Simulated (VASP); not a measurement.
# Ir5Ru (P-3m1) in VASP: further runs

The runs below take Ir5Ru through single point, relaxation of shape and atoms at fixed volume, with PBE.

Everything below comes from runs of VASP 6.6.1. Logs are shortened: lines on timing, memory, paths and dates and some standing lists are left out, and cuts for length are marked.

**1. The cell of the first run**

The structure is trigonal, space group P-3m1 (No. 164). The conventional cell has a = 2.727 Å, b = 2.727 Å, c = 13.389 Å, α = 90.00°, β = 90.00°, γ = 120.00°. Ru (site symmetry -3m) has 6 Ir at 2.70 Å and 6 Ru at 2.73 Å within 3.6 Å. Ir (site symmetry 3m) has 12 Ir at 2.73 to 2.76 Å within 3.6 Å. Within 3.6 Å of Ir (site symmetry 3m) lie 3 Ru at 2.70 Å and 9 Ir at 2.73 to 2.76 Å. Within 3.6 Å of Ir (site symmetry -3m) lie 12 Ir at 2.73 Å.

**2. Single point, PBE**

INCAR

```
SYSTEM = Ir5Ru
ALGO = Fast
EDIFF = 1E-6
ENCUT = 520
GGA = PE
ISIF = 2
ISMEAR = 0
LASPH = .True.
LCHARG = .False.
LREAL = .False.
LWAVE = .False.
NBANDS = 71
NELM = 80
PREC = Accurate
SIGMA = 0.2
```

KPOINTS

```
k-points
0
Gamma
  8 6 2
  0 0 0
```

POSCAR

```
Ir5Ru
1.0
    2.7274461519      0.0000000289      0.0000000000
   -0.0000000500      4.7240753101      0.0000000000
    0.0000000000      0.0000000000     13.3892047000
Ru Ir
2 10
Direct
    0.0000000000      0.0000000000      0.5000000000
    0.5000000000      0.5000000000      0.5000000000
    1.0000000000      0.3333333333      0.8331110000
    0.5000000000      0.8333333333      0.8331110000
    0.5000000000      0.1666666667      0.6638260000
    1.0000000000      0.6666666667      0.6638260000
    1.0000000000      0.3333333333      0.3361740000
    0.5000000000      0.8333333333      0.3361740000
    0.5000000000      0.1666666667      0.1668890000
    1.0000000000      0.6666666667      0.1668890000
    0.0000000000      0.0000000000      0.0000000000
    0.5000000000      0.5000000000      0.0000000000
```

Potentials or basis: VASP PAW PBE potentials, release 64 (Ru_pv, Ir).

The run is started by

```bash
$ cat potpaw_PBE.64/Ru_pv/POTCAR potpaw_PBE.64/Ir/POTCAR > POTCAR
$ mpirun -np 1 vasp_std > vasp.out
```

OUTCAR:

```text
SYSTEM = Ir5Ru
   EDIFF = 1E-6
   ENCUT = 520
   GGA = PE
   ISIF = 2
   ISMEAR = 0
   LASPH = .True.
   LREAL = .False.
   NELM = 80
   PREC = Accurate

 ion  position               nearest neighbor table
   1  0.000  0.000  0.500-   6 2.70   7 2.70   8 2.70   5 2.70   5 2.70   8 2.70   2 2.73   2 2.73
                             2 2.73   2 2.73
   2  0.500  0.500  0.500-   5 2.70   8 2.70   7 2.70   6 2.70   6 2.70   7 2.70   1 2.73   1 2.73
                             1 2.73   1 2.73
   3  0.000  0.333  0.833-   4 2.73   4 2.73   4 2.73   4 2.73  11 2.73  12 2.73  12 2.73   5 2.76
                             5 2.76   6 2.76
   4  0.500  0.833  0.833-   3 2.73   3 2.73   3 2.73   3 2.73  12 2.73  11 2.73  11 2.73   6 2.76
                             6 2.76   5 2.76
   5  0.500  0.167  0.664-   2 2.70   1 2.70   1 2.70   6 2.73   6 2.73   6 2.73   6 2.73   3 2.76
                             3 2.76   4 2.76
   6  0.000  0.667  0.664-   1 2.70   2 2.70   2 2.70   5 2.73   5 2.73   5 2.73   5 2.73   4 2.76
                             4 2.76   3 2.76
   7  0.000  0.333  0.336-   1 2.70   2 2.70   2 2.70   8 2.73   8 2.73   8 2.73   8 2.73   9 2.76
                             9 2.76  10 2.76
   8  0.500  0.833  0.336-   2 2.70   1 2.70   1 2.70   7 2.73   7 2.73   7 2.73   7 2.73  10 2.76
                            10 2.76   9 2.76
   9  0.500  0.167  0.167-  10 2.73  10 2.73  10 2.73  10 2.73  12 2.73  11 2.73  11 2.73   7 2.76
                             7 2.76   8 2.76
  10  0.000  0.667  0.167-   9 2.73   9 2.73   9 2.73   9 2.73  11 2.73  12 2.73  12 2.73   8 2.76
                             8 2.76   7 2.76
  11  0.000  0.000  0.000-  12 2.73  12 2.73  12 2.73  12 2.73   3 2.73  10 2.73   4 2.73   9 2.73
                             4 2.73   9 2.73
  12  0.500  0.500  0.000-  11 2.73  11 2.73  11 2.73  11 2.73   4 2.73   9 2.73   3 2.73  10 2.73
                             3 2.73  10 2.73

  LATTYP: Found a simple orthorhombic cell.
 ALAT       =     2.7274461519
 B/A-ratio  =     1.7320508076
 C/A-ratio  =     4.9090628941

  Lattice vectors:

 A1 = (   2.7274461519,   0.0000000289,   0.0000000000)
 A2 = (  -0.0000000500,   4.7240753101,   0.0000000000)
 A3 = (   0.0000000000,   0.0000000000,  13.3892047000)

Analysis of symmetry for initial positions (statically):
=====================================================================
 Subroutine PRICEL returns following result:

  LATTYP: Found a hexagonal cell.
 ALAT       =     2.7274461519
 C/A-ratio  =     4.9090628941

  Lattice vectors:
[... 159 lines left out ...]
   NUPDOWN=      -1.0000    fix difference up-down
   EMIN   =  10.00;   EMAX   =-10.00  energy-range for DOS
   EFERMI =   0.00;   METHOD = LEGACY
   ISMEAR =     0;   SIGMA  =   0.20  broadening in eV -4-tet -1-fermi 0-gaus
   EFERMI_NEDOS =   21; number of points for ismear=-14 and -15
   IALGO  =     68    algorithm
   IMIX   =      4    mixing-type and parameters
     AMIX     =   0.40;   BMIX     =  1.00
     AMIX_MAG =   1.60;   BMIX_MAG =  1.00
  volume/ion in A,a.u.               =      14.38        97.02
  Fermi-wavevector in a.u.,A,eV,Ry     =   1.442424  2.725786 28.308100  2.080587
  Thomas-Fermi vector in A             =   2.560946
   LORBIT       =      0    0 simple, 1 ext, 2 COOP (PROOUT), +10 PAW based schemes
   GGA     = PE    functional components
   LHFCALC =     F    Hartree Fock is set to
   AEXX    =    0.0000 exact exchange contribution
   IVDW    =     0    specifies the selected vdW correction
   LEPSILON=     F    determine dielectric tensor
   LRPA    =     F    only Hartree local field effects (RPA)
 non-spin polarized calculation
 RMM-DIIS sequential band-by-band and
 Gauss-broadening in eV      SIGMA  =   0.20
  energy-cutoff  :      520.00
  volume of cell :      172.52
 maximum number of plane-waves:      4682
   NGX = 11   NGY = 17   NGZ = 49

 number of electron     118.0000001 magnetization

 Free energy of the ion-electron system (eV)
  ---------------------------------------------------
  ext. energy  EPLUGINS =         0.00000000
  ---------------------------------------------------
  free energy    TOTEN  =      -107.09839134 eV

  energy without entropy =     -106.85160707  energy(sigma->0) =     -106.97499920

 E-fermi :  10.3729     XC(G=0): -13.8733

 val. band max:       10.3497161843   @ k =   0.1250   0.1667   0.5000
 cond. band min:      10.3821042338   @ k =   0.3750   0.3333   0.0000
 fundamental gap:      0.0323880495
 Fermi energy:        10.3728661970

 k-point     1 :       0.0000    0.0000    0.0000
  band No.  band energies     occupation
      1     -32.9994      2.00000
      2     -32.7916      2.00000
      3     -32.6938      2.00000
      4     -32.5040      2.00000
      5     -32.3418      2.00000
      6     -32.3221      2.00000
[... 1765 lines left out ...]
     70      12.2463      0.00000
     71      15.2187      0.00000

 [... further k-points ...]

------------------------ aborting loop because EDIFF is reached ----------------------------------------

  FORCE on cell =-STRESS in cart. coord.  units (eV):
  Direction    XX          YY          ZZ          XY          YZ          ZX
  --------------------------------------------------------------------------------------
  -------------------------------------------------------------------------------------
  Total        0.8491221      0.7564068      0.6855406      0.0000000     -0.2863434      0.0000000
  in kB        7.8859306      7.0248692      6.3667234      0.0000000     -2.6593159      0.0000000
  external PRESSURE =       7.0925077 kB  Pullay stress =       0.0000000 kB

 VOLUME and BASIS-vectors are now :
 -----------------------------------------------------------------------------
  energy-cutoff  :      520.00
  volume of cell :      172.52
      direct lattice vectors                 reciprocal lattice vectors
     2.727446152  0.000000029  0.000000000     0.366643352  0.000000004  0.000000000
    -0.000000050  4.724075310  0.000000000    -0.000000002  0.211681638  0.000000000
     0.000000000  0.000000000 13.389204700     0.000000000  0.000000000  0.074687035

 POSITION                                       TOTAL-FORCE (eV/Angst)
 -----------------------------------------------------------------------------------
      0.00000      0.00000      6.69460        -0.000000     -0.000000      0.000000
      1.36372      2.36204      6.69460        -0.000000     -0.000000      0.000000
     -0.00000      1.57469     11.15469        -0.000000      0.007362     -0.012422
      1.36372      3.93673     11.15469        -0.000000      0.007362     -0.012422
      1.36372      0.78735      8.88810        -0.000000      0.013602     -0.025384
     -0.00000      3.14938      8.88810        -0.000000      0.013602     -0.025384
     -0.00000      1.57469      4.50110         0.000000     -0.013602      0.025384
      1.36372      3.93673      4.50110         0.000000     -0.013602      0.025384
      1.36372      0.78735      2.23451         0.000000     -0.007362      0.012422
     -0.00000      3.14938      2.23451         0.000000     -0.007362      0.012422
      0.00000      0.00000      0.00000        -0.000000     -0.000000      0.000000
      1.36372      2.36204      0.00000        -0.000000     -0.000000      0.000000
 -----------------------------------------------------------------------------------
    total drift:                                0.000000      0.000000      0.000000

  FREE ENERGIE OF THE ION-ELECTRON SYSTEM (eV)
  ---------------------------------------------------
  free  energy   TOTEN  =      -107.0983913383 eV

  energy  without entropy=     -106.8516070696  energy(sigma->0) =     -106.97499920
```

stdout:

```text
POSCAR found type information on POSCAR RuIr
 POSCAR found :  2 types and      12 ions
 scaLAPACK will be used
 LDA part: xc-table for (Slater+PW92), standard interpolation
 POSCAR, INCAR and KPOINTS ok, starting setup
 FFT: planning ... GRIDC
 FFT: planning ... GRID_SOFT
 FFT: planning ... GRID
 WAVECAR not read
 entering main loop
```

It took 24 min on 1 thread of Intel Xeon Platinum 8375C at 2.90GHz (Ice Lake), shared host; peak memory 0.49 GiB.

What came out:

- Free energy: -107.0984 eV
- Pressure: 0.7 GPa
- Largest force: 0.029 eV/Å
- Band gap on the k mesh: zero (bands 59 and 60 overlap by 2.35 eV)

Forces in eV/Å, atoms in the order of the input:
```
Ru   0.000  0.000  0.000
Ru   0.000  0.000  0.000
Ir   0.000  0.007 -0.012
Ir   0.000  0.007 -0.012
Ir   0.000  0.014 -0.025
Ir   0.000  0.014 -0.025
Ir   0.000 -0.014  0.025
Ir   0.000 -0.014  0.025
Ir   0.000 -0.007  0.012
Ir   0.000 -0.007  0.012
Ir   0.000  0.000  0.000
Ir   0.000  0.000  0.000
```

Stress tensor (GPa, compression positive):
```
 0.79  0.00  0.00
 0.00  0.70 -0.27
 0.00 -0.27  0.64
```

Caveat: spin-orbit coupling is left out, which moves the levels of the heavy elements.

**3. Relaxation of shape and atoms at fixed volume, PBE (14.81 Å³/atom)**

INCAR

```
PREC = Accurate
ENCUT = 600
EDIFF = 1E-6
ISMEAR = 0
SIGMA = 0.1
LREAL = False
LASPH = True
NELM = 60
ALGO = Fast
ISIF = 4
LWAVE = False
LCHARG = False
GGA = PE
IBRION = 2
NSW = 50
EDIFFG = -0.01
```

KPOINTS

```
Automatic mesh
0
Gamma
  18 18 4
```

POSCAR

```
Ir5Ru
1.0
    2.7544523256      0.0000000292      0.0000000000
   -1.3772261881      2.3854256729      0.0000000000
    0.0000000000      0.0000000000     13.5217797052
Ru Ir
1 5
Direct
    0.0000000000      0.0000000000      0.5000000000
    0.3333333333      0.6666666667      0.8331110000
    0.6666666667      0.3333333333      0.6638260000
    0.3333333333      0.6666666667      0.3361740000
    0.6666666667      0.3333333333      0.1668890000
    0.0000000000      0.0000000000      0.0000000000
```

Potentials or basis: VASP PAW PBE potentials, release 64 (Ru_pv, Ir).

The run is started by

```bash
$ cat potpaw_PBE.64/Ru_pv/POTCAR potpaw_PBE.64/Ir/POTCAR > POTCAR
$ mpirun -np 1 vasp_std > vasp.out
```

It took 31 min on 1 thread of Oxide Virtual Turin-like, shared host; peak memory 0.55 GiB.

It converged, with:

* Free energy: -53.4909 eV
* Energy gained by relaxing: 0.3 meV/atom
* Ionic steps: 2
* Pressure after relaxing: -9.0 GPa
* Largest force after relaxing: 0.009 eV/Å

Forces in eV/Å, atoms in the order of the input:
```
Ru   0.000  0.000  0.000
Ir   0.000  0.000  0.007
Ir   0.000  0.000 -0.009
Ir   0.000  0.000  0.009
Ir   0.000  0.000 -0.007
Ir   0.000  0.000  0.000
```

Stress tensor (GPa, compression positive):
```
-8.94  0.00  0.00
 0.00 -8.94  0.00
 0.00  0.00 -9.09
```

The path:
| step | energy change (eV) | largest force (eV/Å) | pressure (GPa) | volume (Å³) |
| --- | --- | --- | --- | --- |
| 1 | 0.0000 | 0.0288 | -9.00 | 88.85 |
| 2 | -0.0017 | 0.0089 | -8.99 | 88.85 |

Final structure:
```cif
data_structure
_symmetry_space_group_name_H-M 'P 1'
_symmetry_Int_Tables_number 1
_cell_length_a 2.7541
_cell_length_b 2.7541
_cell_length_c 13.5256
_cell_angle_alpha 90.000
_cell_angle_beta 90.000
_cell_angle_gamma 120.000
_cell_volume 88.85
loop_
_atom_site_label
_atom_site_type_symbol
_atom_site_fract_x
_atom_site_fract_y
_atom_site_fract_z
_atom_site_occupancy
Ru1 Ru 0.00000 0.00000 0.50000 1
Ir1 Ir 0.33333 0.66667 0.83320 1
Ir2 Ir 0.66667 0.33333 0.66372 1
Ir3 Ir 0.33333 0.66667 0.33628 1
Ir4 Ir 0.66667 0.33333 0.16680 1
Ir5 Ir 0.00000 0.00000 0.00000 1
```

Levels at points of the mesh, in eV from the Fermi level:
```
           k point  band 27  band 28  band 29  band 30  band 31  band 32
(0.00, 0.00, 0.00)    -1.16    -1.16    -1.14    -1.14    -0.76    -0.76
(0.50, 0.00, 0.00)     0.93     0.94     0.99     1.03     1.15     1.30
(0.00, 0.00, 0.50)    -1.16    -1.15    -1.15    -0.92    -0.92    -0.84
(0.50, 0.00, 0.50)     0.71     0.88     0.99     1.04     1.16     1.24
```

Caveat: the highest band is partly filled, so the run has too few bands; spin-orbit coupling is left out, which moves the levels of the heavy elements.

The gap in the log of VASP goes by the Fermi energy; the results here count the filled bands.